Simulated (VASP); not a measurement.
Set up this calculation in VASP 6.6.1, as the native input.

| Item | Value |
| --- | --- |
| Task | single point |
| Functional | r2SCAN |
| Potentials or basis | VASP PAW PBE potentials, release 64 (Ti_sv, Co) |
| Cutoff | 520 eV |
| k mesh | 10 × 10 × 10 |
| Occupations | methfessel-paxton, width 0.2 eV |
| Spin | collinear spin, ferrimagnetic start |
| Starting moments | [-0.73, -0.73, 1.71, 1.71, 1.71, 1.71] μB |
| Dipole correction | no |
| Further INCAR settings | ALGO = Normal; EDIFF = 1e-06; NBANDS = 43 |

TiCo2:

```
CELL_PARAMETERS angstrom
0.00000 3.35200 3.35200
3.35200 0.00000 3.35200
3.35200 3.35200 0.00000
ATOMIC_POSITIONS crystal
Ti 0.50000 0.50000 0.50000
Ti 0.75000 0.75000 0.75000
Co 0.12500 0.12500 0.12500
Co 0.62500 0.12500 0.12500
Co 0.12500 0.12500 0.62500
Co 0.12500 0.62500 0.12500
```

These files were run (other wordings do the same):

POSCAR

```
TiCo2
1.0
    0.0000000000      3.3520000000      3.3520000000
    3.3520000000      0.0000000000      3.3520000000
    3.3520000000      3.3520000000      0.0000000000
Ti Co
2 4
Direct
    0.5000000000      0.5000000000      0.5000000000
    0.7500000000      0.7500000000      0.7500000000
    0.1250000000      0.1250000000      0.1250000000
    0.6250000000      0.1250000000      0.1250000000
    0.1250000000      0.1250000000      0.6250000000
    0.1250000000      0.6250000000      0.1250000000
```

INCAR.step1

```
ALGO = Normal ; EDIFF = 1E-4
ENCUT = 520 ; GGA = PE
ISMEAR = 1 ; ISPIN = 2
LASPH = True ; LCHARG = False
LMAXMIX = 4 ; LREAL = False
LWAVE = True ; MAGMOM = -0.73 -0.73 1.71 1.71 1.71 1.71
NBANDS = 43 ; NELM = 150
PREC = Accurate ; SIGMA = 0.2
```

INCAR.step2

```
ALGO = Normal ; EDIFF = 1E-6
ENCUT = 520 ; ISIF = 2
ISMEAR = 1 ; ISPIN = 2
ISTART = 1 ; LASPH = True
LCHARG = False ; LMAXMIX = 4
LMIXTAU = True ; LORBIT = 11
LREAL = False ; LWAVE = False
MAGMOM = -0.73 -0.73 1.71 1.71 1.71 1.71 ; METAGGA = R2SCAN
NBANDS = 43 ; NELM = 150
PREC = Accurate ; SIGMA = 0.2
```

KPOINTS

```
k-points
0
Gamma
  10 10 10
```

Potentials or basis: VASP PAW PBE potentials, release 64 (Ti_sv, Co).

Run with:

```sh
$ cat potpaw_PBE.64/Ti_sv/POTCAR potpaw_PBE.64/Co/POTCAR > POTCAR
$ cp INCAR.step1 INCAR
$ mpirun -np 1 vasp_std > vasp.out
$ cp INCAR.step2 INCAR
$ mpirun -np 1 vasp_std > vasp.out
```

It gave:

```
Pressure                                              : -1.3 GPa
Net moment                                            : 4.06 μB per cell
Site moments                                          : Ti -0.65; Co +1.50 μB
Valence electrons inside the program's atomic spheres : Ti 10.16; Co 8.40
```

Caveat: the PAW data sets were made with another functional, which shifts forces and pressure a little.

Run time: 14 min on 1 thread of Intel(R) Xeon(R) 6975P-C (Granite Rapids), on a shared host, peak memory 0.42 GiB.
